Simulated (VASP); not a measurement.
# Sn3Se (Pm-3m) in VASP: notebook

The runs below take Sn3Se through single point, with PBE.

All numbers are computed with VASP 6.6.1; they aren't measurements. Logs are shortened: lines on timing, memory, paths and dates and some standing lists are left out, and cuts for length are marked.

## (1) The cell of the first run

Symmetry: Pm-3m, No. 221, cubic system. Conventional cell: a = 4.784 Å, b = 4.784 Å, c = 4.784 Å, α = 90.00°, β = 90.00°, γ = 90.00°. Sn (site symmetry 4/mmm) has 8 Sn at 3.38 Å and 4 Se at 3.38 Å within 4.4 Å. Se (site symmetry m-3m) has 12 Sn at 3.38 Å within 4.4 Å.

## (2) Single point, PBE

Contents of INCAR:

```
ALGO = Normal ; EDIFF = 1E-6
ENCUT = 520 ; GGA = PE
ISIF = 2 ; ISMEAR = -1
LASPH = True ; LCHARG = True
LELF = True ; LREAL = False
LVHAR = True ; LWAVE = False
NBANDS = 32 ; NELM = 80
PREC = Accurate ; SIGMA = 0.1
```

Contents of KPOINTS:

```
k-points
0
Gamma
  5 5 5
```

Contents of POSCAR:

```
Sn3Se
1.0
    4.7836598224      0.0000000000      0.0000000000
    0.0000000000      4.7836598224      0.0000000000
    0.0000000000      0.0000000000      4.7836598224
Sn Se
3 1
Direct
    0.0000000000      0.5000000000      0.5000000000
    0.5000000000      0.0000000000      0.5000000000
    0.5000000000      0.5000000000      0.0000000000
    0.0000000000      0.0000000000      0.0000000000
```

Potentials or basis: VASP PAW PBE potentials, release 64 (Sn_d, Se).

On the command line:

```console
$ cat potpaw_PBE.64/Sn_d/POTCAR potpaw_PBE.64/Se/POTCAR > POTCAR
$ mpirun -np 1 vasp_std > vasp.out
```

OUTCAR:

```text
EDIFF = 1E-6
   ENCUT = 520
   GGA = PE
   ISIF = 2
   ISMEAR = -1
   LASPH = True
   LREAL = False
   NELM = 80
   PREC = Accurate

 ion  position               nearest neighbor table
   1  0.000  0.500  0.500-   2 3.38   3 3.38   3 3.38   2 3.38   2 3.38   3 3.38   3 3.38   2 3.38

   2  0.500  0.000  0.500-   1 3.38   3 3.38   3 3.38   1 3.38   3 3.38   3 3.38   1 3.38   1 3.38

   3  0.500  0.500  0.000-   1 3.38   2 3.38   1 3.38   2 3.38   2 3.38   2 3.38   1 3.38   1 3.38

   4  0.000  0.000  0.000-

  LATTYP: Found a simple cubic cell.
 ALAT       =     4.7836598224

  Lattice vectors:

 A1 = (   4.7836598224,   0.0000000000,   0.0000000000)
 A2 = (   0.0000000000,   4.7836598224,   0.0000000000)
 A3 = (   0.0000000000,   0.0000000000,   4.7836598224)

Analysis of symmetry for initial positions (statically):
=====================================================================
 Subroutine PRICEL returns:
 Original cell was already a primitive cell.

 Routine SETGRP: Setting up the symmetry group for a
 simple cubic supercell.

 Subroutine GETGRP returns: Found 48 space group operations
 (whereof 48 operations were pure point group operations)
 out of a pool of 48 trial point group operations.

The static configuration has the point symmetry O_h .

Analysis of symmetry for dynamics (positions and initial velocities):
=====================================================================
 Subroutine PRICEL returns:
 Original cell was already a primitive cell.

 Routine SETGRP: Setting up the symmetry group for a
 simple cubic supercell.

 Subroutine GETGRP returns: Found 48 space group operations
 (whereof 48 operations were pure point group operations)
 out of a pool of 48 trial point group operations.

The dynamic configuration has the point symmetry O_h .

 Subroutine INISYM returns: Found 48 space group operations
 (whereof 48 operations are pure point group operations),
 and found     1 'primitive' translations

----------------------------------------------------------------------------------------

                                     Primitive cell

  volume of cell :     109.4664

  direct lattice vectors                    reciprocal lattice vectors
     4.783659822  0.000000000  0.000000000     0.209044965  0.000000000  0.000000000
     0.000000000  4.783659822  0.000000000     0.000000000  0.209044965  0.000000000
     0.000000000  0.000000000  4.783659822     0.000000000  0.000000000  0.209044965

  length of vectors
     4.783659822  4.783659822  4.783659822     0.209044965  0.209044965  0.209044965

  position of ions in fractional coordinates (direct lattice)
     0.000000000  0.500000000  0.500000000
     0.500000000  0.000000000  0.500000000
     0.500000000  0.500000000  0.000000000
     0.000000000  0.000000000  0.000000000

  ion indices of the primitive-cell ions
   primitive index   ion index
                 1           1
                 2           2
                 3           3
                 4           4

----------------------------------------------------------------------------------------

 KPOINTS: k-points

Automatic generation of k-mesh.
 Grid dimensions read from file:
 generate k-points for:    5    5    5

 Generating k-lattice:

  Cartesian coordinates                     Fractional coordinates (reciprocal lattice)
     0.041808993  0.000000000  0.000000000     0.200000000  0.000000000  0.000000000
     0.000000000  0.041808993  0.000000000     0.000000000  0.200000000  0.000000000
     0.000000000  0.000000000  0.041808993     0.000000000  0.000000000  0.200000000

  Length of vectors
     0.041808993  0.041808993  0.041808993

  Shift w.r.t. Gamma in fractional coordinates (k-lattice)
     0.000000000  0.000000000  0.000000000

 Subroutine IBZKPT returns following result:
 ===========================================

 Found     10 irreducible k-points:

 Following reciprocal coordinates:
            Coordinates               Weight
  0.000000  0.000000  0.000000      1.000000
  0.200000  0.000000  0.000000      6.000000
  0.400000  0.000000  0.000000      6.000000
  0.200000  0.200000  0.000000     12.000000
  0.400000  0.200000  0.000000     24.000000
  0.400000  0.400000  0.000000     12.000000
  0.200000  0.200000  0.200000      8.000000
  0.400000  0.200000  0.200000     24.000000
  0.400000  0.400000  0.200000     24.000000
  0.400000  0.400000  0.400000      8.000000
   k-points           NKPTS =     10   k-points in BZ     NKDIM =     10   number of bands    NBANDS=     32
   number of dos      NEDOS =    301   number of ions     NIONS =      4
   total plane-waves  NPLWV =  46656
   dimension x,y,z NGX =    36 NGY =   36 NGZ =   36
   dimension x,y,z NGXF=    72 NGYF=   72 NGZF=   72
   ions per type =               3   1
   NGX,Y,Z   is equivalent  to a cutoff of  12.51, 12.51, 12.51 a.u.
   NGXF,Y,Z  is equivalent  to a cutoff of  25.02, 25.02, 25.02 a.u.
 SYSTEM =  unknown system
   PREC   = accura    normal or accurate (medium, high low for compatibility)
   ISTART =      0    job   : 0-new  1-cont  2-samecut
   ICHARG =      2    charge: 1-file 2-atom 10-const
   ISPIN  =      1    spin polarized calculation?
   LNONCOLLINEAR =      F non collinear calculations
   LSORBIT =      F    spin-orbit coupling
   LASPH  =      T    aspherical Exc in radial PAW
   ENCUT  =  520.0 eV  38.22 Ry    6.18 a.u.   8.89  8.89  8.89*2*pi/ulx,y,z
   NELM   =     80;   NELMIN=  2; NELMDL= -5     # of ELM steps
   EDIFF  = 0.1E-05   stopping-criterion for ELM
   LREAL  =      F    real-space projection
   EDIFFG = 0.1E-04   stopping-criterion for IOM
   NSW    =      0    number of steps for IOM
   IBRION =     -1    ionic relax: 0-MD 1-quasi-New 2-CG
   NFREE  =      0    steps in history (QN), initial steepest desc. (CG)
   ISIF   =      2    stress and relaxation
   ISYM   =      2    0-nonsym 1-usesym 2-fastsym
   POTIM  = 0.5000    time-step for ionic-motion
   TEBEG  =    0.0;   TEEND  =   0.0 temperature during run
   PSTRESS=    0.0 pullay stress
   NELECT =      48.0000    total number of electrons
   NUPDOWN=      -1.0000    fix difference up-down
   EMIN   =  10.00;   EMAX   =-10.00  energy-range for DOS
   EFERMI =   0.00;   METHOD = LEGACY
   ISMEAR =    -1;   SIGMA  =   0.10  broadening in eV -4-tet -1-fermi 0-gaus
   EFERMI_NEDOS =   21; number of points for ismear=-14 and -15
   IALGO  =     38    algorithm
   IMIX   =      4    mixing-type and parameters
     AMIX     =   0.40;   BMIX     =  1.00
     AMIX_MAG =   1.60;   BMIX_MAG =  1.00
  volume/ion in A,a.u.               =      27.37       184.68
  Fermi-wavevector in a.u.,A,eV,Ry     =   1.243736  2.350321 21.046578  1.546880
  Thomas-Fermi vector in A             =   2.378034
   LORBIT       =      0    0 simple, 1 ext, 2 COOP (PROOUT), +10 PAW based schemes
   GGA     = PE    functional components
   LHFCALC =     F    Hartree Fock is set to
   AEXX    =    0.0000 exact exchange contribution
   IVDW    =     0    specifies the selected vdW correction
   LEPSILON=     F    determine dielectric tensor
   LRPA    =     F    only Hartree local field effects (RPA)
 non-spin polarized calculation
  energy-cutoff  :      520.00
  volume of cell :      109.47
 maximum number of plane-waves:      2968
 NGX is ok and might be reduce to    36
   NGX = 17   NGY = 17   NGZ = 17

 number of electron      48.0000041 magnetization

 Free energy of the ion-electron system (eV)
  ---------------------------------------------------
  ext. energy  EPLUGINS =         0.00000000
  ---------------------------------------------------
  free energy    TOTEN  =       -14.87349652 eV

  energy without entropy =      -14.79840597  energy(sigma->0) =      -14.83595124

 E-fermi :   6.9026     XC(G=0): -10.0476

 val. band max:        6.8122927429   @ k =   0.4000   0.2000   0.2000
 cond. band min:       6.9160829094   @ k =   0.0000   0.0000   0.0000
 fundamental gap:      0.1037901666
 Fermi energy:         6.9026238045

 k-point     1 :       0.0000    0.0000    0.0000
  band No.  band energies     occupation
      1     -14.8732      2.00000
      2     -14.8732      2.00000
      3     -14.8732      2.00000
      4     -14.8600      2.00000
      5     -14.8600      2.00000
      6     -14.8197      2.00000
[... 24 lines left out ...]
     31      12.3359      0.00000
     32      12.5985      0.00000

 k-point     2 :       0.2000    0.0000    0.0000
  band No.  band energies     occupation
      1     -14.8694      2.00000
      2     -14.8589      2.00000
      3     -14.8557      2.00000
      4     -14.8557      2.00000
      5     -14.8497      2.00000
      6     -14.8077      2.00000
[... 24 lines left out ...]
     31      12.2965      0.00000
     32      12.2965      0.00000

 k-point     3 :       0.4000    0.0000    0.0000
  band No.  band energies     occupation
      1     -14.8621      2.00000
      2     -14.8570      2.00000
      3     -14.8262      2.00000
      4     -14.8204      2.00000
      5     -14.8204      2.00000
      6     -14.8034      2.00000
[... 24 lines left out ...]
     31      11.0924      0.00000
     32      13.4341      0.00000

 k-point     4 :       0.2000    0.2000    0.0000
  band No.  band energies     occupation
      1     -14.8588      2.00000
      2     -14.8570      2.00000
      3     -14.8533      2.00000
      4     -14.8465      2.00000
      5     -14.8312      2.00000
      6     -14.8037      2.00000
[... 24 lines left out ...]
     31      12.4510      0.00000
     32      12.9913      0.00000

 k-point     5 :       0.4000    0.2000    0.0000
  band No.  band energies     occupation
      1     -14.8540      2.00000
      2     -14.8454      2.00000
      3     -14.8387      2.00000
      4     -14.8230      2.00000
      5     -14.8117      2.00000
      6     -14.7995      2.00000
[... 24 lines left out ...]
     31      11.8938      0.00000
     32      14.3597      0.00000

 k-point     6 :       0.4000    0.4000    0.0000
  band No.  band energies     occupation
      1     -14.8489      2.00000
      2     -14.8452      2.00000
      3     -14.8310      2.00000
      4     -14.8093      2.00000
      5     -14.8080      2.00000
      6     -14.8036      2.00000
[... 24 lines left out ...]
     31      12.5625      0.00000
     32      13.9851      0.00000

 k-point     7 :       0.2000    0.2000    0.2000
  band No.  band energies     occupation
      1     -14.8581      2.00000
      2     -14.8581      2.00000
      3     -14.8521      2.00000
      4     -14.8216      2.00000
      5     -14.8216      2.00000
      6     -14.8120      2.00000
[... 24 lines left out ...]
     31      12.5761      0.00000
     32      12.5761      0.00000

 k-point     8 :       0.4000    0.2000    0.2000
  band No.  band energies     occupation
      1     -14.8561      2.00000
      2     -14.8439      2.00000
      3     -14.8406      2.00000
      4     -14.8254      2.00000
      5     -14.8018      2.00000
      6     -14.7993      2.00000
[... 24 lines left out ...]
     31      11.6113      0.00000
     32      13.8817      0.00000

 k-point     9 :       0.4000    0.4000    0.2000
  band No.  band energies     occupation
      1     -14.8503      2.00000
      2     -14.8497      2.00000
      3     -14.8452      2.00000
      4     -14.8224      2.00000
      5     -14.8107      2.00000
      6     -14.7959      2.00000
[... 24 lines left out ...]
     31      12.5644      0.00000
     32      14.2417      0.00000

 k-point    10 :       0.4000    0.4000    0.4000
  band No.  band energies     occupation
      1     -14.8587      2.00000
      2     -14.8533      2.00000
      3     -14.8533      2.00000
      4     -14.8410      2.00000
      5     -14.8123      2.00000
      6     -14.7984      2.00000
[... 24 lines left out ...]
     31      12.5433      0.00000
     32      14.3503      0.00000

------------------------ aborting loop because EDIFF is reached ----------------------------------------

  FORCE on cell =-STRESS in cart. coord.  units (eV):
  Direction    XX          YY          ZZ          XY          YZ          ZX
  --------------------------------------------------------------------------------------
  -------------------------------------------------------------------------------------
  Total       -0.5355585     -0.5355585     -0.5355585     -0.0000000      0.0000000      0.0000000
  in kB       -7.8385665     -7.8385665     -7.8385665     -0.0000000      0.0000000      0.0000000
  external PRESSURE =      -7.8385665 kB  Pullay stress =       0.0000000 kB

 VOLUME and BASIS-vectors are now :
 -----------------------------------------------------------------------------
  energy-cutoff  :      520.00
  volume of cell :      109.47
      direct lattice vectors                 reciprocal lattice vectors
     4.783659822  0.000000000  0.000000000     0.209044965  0.000000000  0.000000000
     0.000000000  4.783659822  0.000000000     0.000000000  0.209044965  0.000000000
     0.000000000  0.000000000  4.783659822     0.000000000  0.000000000  0.209044965

 POSITION                                       TOTAL-FORCE (eV/Angst)
 -----------------------------------------------------------------------------------
      0.00000      2.39183      2.39183         0.000000      0.000000      0.000000
      2.39183      0.00000      2.39183         0.000000      0.000000      0.000000
      2.39183      2.39183      0.00000         0.000000      0.000000      0.000000
      0.00000      0.00000      0.00000         0.000000      0.000000      0.000000
 -----------------------------------------------------------------------------------
    total drift:                                0.000000      0.000000      0.000000

  FREE ENERGIE OF THE ION-ELECTRON SYSTEM (eV)
  ---------------------------------------------------
  free  energy   TOTEN  =       -14.8734965161 eV

  energy  without entropy=      -14.7984059722  energy(sigma->0) =      -14.83595124
```

It took 25 s on 1 thread of Intel Xeon 6975P-C, shared host; peak memory 0.2 GiB.

What came out:

| Property | Result |
| --- | --- |
| Free energy | -14.8735 eV |
| Pressure | -0.8 GPa |
| Band gap on the k mesh | zero (band 24 reaches 7.98 eV, above the bottom of band 25 at 6.54 eV) |

Caveat: spin-orbit coupling is left out, which moves the levels of the heavy elements.

## (3) Single point, PBE

This run uses another cell than the first one, of 28.08 Å³/atom, 1.026 times its volume.

Contents of INCAR:

```
  ALGO = Normal
  EDIFF = 1E-6
  ENCUT = 520
  GGA = PE
  ISIF = 2
  ISMEAR = -1
  LASPH = True
  LCHARG = False
  LREAL = False
  LWAVE = False
  NBANDS = 32
  NELM = 80
  PREC = Accurate
  SIGMA = 0.1
```

KPOINTS is that of step 2.

Contents of POSCAR:

```
Sn3Se
1.0
    4.8247232886      0.0000000000      0.0000000000
    0.0000000000      4.8247232886      0.0000000000
    0.0000000000      0.0000000000      4.8247232886
Sn Se
3 1
Direct
    0.0000000000      0.5000000000      0.5000000000
    0.5000000000      0.0000000000      0.5000000000
    0.5000000000      0.5000000000      0.0000000000
    0.0000000000      0.0000000000      0.0000000000
```

Potentials or basis: VASP PAW PBE potentials, release 64 (Sn_d, Se).

On the command line:

```console
$ cat potpaw_PBE.64/Sn_d/POTCAR potpaw_PBE.64/Se/POTCAR > POTCAR
$ mpirun -np 1 vasp_std > vasp.out
```

Run time: 24 s. Hardware: 1 thread of Intel Xeon 6975P-C, shared host; peak memory 0.21 GiB.

Results (log left out):

| Quantity | Value |
| --- | --- |
| Free energy | -14.8507 eV |
| Pressure | -1.9 GPa |
| Band gap on the k mesh | zero (band 24 reaches 7.66 eV, above the bottom of band 25 at 6.27 eV) |

Levels at points of the mesh, in eV from the Fermi level:
```csv
k point,band 21,band 22,band 23,band 24,band 25,band 26,band 27,band 28
"(0.00, 0.00, 0.00)",-4.00,-4.00,0.02,0.02,0.02,2.23,2.23,2.23
```

Caveat: spin-orbit coupling is left out, which moves the levels of the heavy elements.

## (4) Single point, PBE

This run uses another cell than the first one, of 28.79 Å³/atom, 1.052 times its volume.

Contents of INCAR:

```
  PREC = Accurate
  ENCUT = 520
  EDIFF = 1E-6
  ISMEAR = -1
  SIGMA = 0.1
  LREAL = F
  LASPH = T
  NELM = 60
  ALGO = Normal
  ISIF = 2
  LWAVE = F
  LCHARG = F
  GGA = PE
  NBANDS = 32
```

Contents of KPOINTS:

```
regular mesh
0
Gamma
  5 5 5
```

Contents of POSCAR:

```
Sn3Se
1.0
    4.8650994192      0.0000000000      0.0000000000
    0.0000000000      4.8650994192      0.0000000000
    0.0000000000      0.0000000000      4.8650994192
Sn Se
3 1
Direct
    0.0000000000      0.5000000000      0.5000000000
    0.5000000000      0.0000000000      0.5000000000
    0.5000000000      0.5000000000      0.0000000000
    0.0000000000      0.0000000000      0.0000000000
```

On the command line:

```console
$ cat potpaw_PBE.64/Sn_d/POTCAR potpaw_PBE.64/Se/POTCAR > POTCAR
$ mpirun -np 1 vasp_std > vasp.out
```

It took 28 s on 1 thread of Intel Xeon 6975P-C, shared host; peak memory 0.21 GiB.

It converged, with:

| Quantity | Value |
| --- | --- |
| Free energy | -14.8099 eV |
| Pressure | -2.8 GPa |
| Band gap on the k mesh | zero (band 24 reaches 7.35 eV, above the bottom of band 25 at 6.01 eV) |

Levels at points of the mesh, in eV from the Fermi level:
| k point | band 22 | band 23 | band 24 | band 25 | band 26 | band 27 |
| --- | --- | --- | --- | --- | --- | --- |
| (0.00, 0.00, 0.00) | -3.89 | 0.02 | 0.02 | 0.02 | 2.19 | 2.19 |

Caveat: spin-orbit coupling is left out, which moves the levels of the heavy elements.

## (5) Overview

```csv
cell,gap on the mesh (eV),pressure (GPa)
"a = 4.784 Å, 4 atoms",none,-0.8
"a = 4.825 Å, 4 atoms",none,-1.9
"a = 4.865 Å, 4 atoms",none,-2.8
```

Alike in all rows: task single point; level PBE; potentials or basis VASP PAW PBE potentials, release 64 (Sn_d, Se); no spin polarisation; k mesh 5 × 5 × 5; cutoff (eV) 520; smearing fermi-dirac 0.1 eV.

Caveats: spin-orbit coupling is left out, which moves the levels of the heavy elements.

Absolute energies hang on the potentials; compare differences alone.
